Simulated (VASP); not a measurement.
Wanted: the native input for a VASP 6.6.1 run.

| Item | Value |
| --- | --- |
| Task | single point |
| Functional | PBE |
| Potentials or basis | VASP PAW PBE potentials, release 64 (Ge_d, W_sv) |
| Cutoff | 520 eV |
| k mesh | 5 × 5 × 5 |
| Occupations | fermi-dirac, width 0.05 eV |
| Spin | no spin polarisation |
| Dipole correction | no |
| Further INCAR settings | ALGO = Normal; EDIFF = 1e-07; NBANDS = 21 |

The structure of GeW lies in POSCAR:

```
GeW
1.0
    0.0000000000      2.5776100000      2.5776100000
    2.5776100000      0.0000000000      2.5776100000
    2.5776100000      2.5776100000      0.0000000000
Ge W
1 1
Direct
    0.5000000000      0.5000000000      0.5000000000
    0.0000000000      0.0000000000      0.0000000000
```

One way to write it, as run:

INCAR

```
ALGO = Normal
EDIFF = 1E-7
ENCUT = 520
GGA = PE
ISIF = 2
ISMEAR = -1
LASPH = True
LCHARG = False
LREAL = False
LWAVE = False
NBANDS = 21
NELM = 100
PREC = Accurate
SIGMA = 0.05
```

KPOINTS

```
k-points
0
Gamma
  5 5 5
```

Potentials or basis: VASP PAW PBE potentials, release 64 (Ge_d, W_sv).

Run with:

```bash
$ cat potpaw_PBE.64/Ge_d/POTCAR potpaw_PBE.64/W_sv/POTCAR > POTCAR
$ mpirun -np 1 vasp_std > vasp.out
```

It gave:

```json
{"Pressure": "0.7 GPa", "Band gap on the k mesh": "zero (band 14 reaches 9.39 eV, above the bottom of band 15 at 8.17 eV)"}
```

Caveat: the k points lie up to 0.42 Å⁻¹ apart; spin-orbit coupling is left out, which moves the levels of the heavy elements.

Run time: 8.8 s on 1 thread of Intel(R) Xeon(R) Platinum 8375C CPU @ 2.90GHz (Ice Lake), with other jobs on the host, peak memory 0.15 GiB.
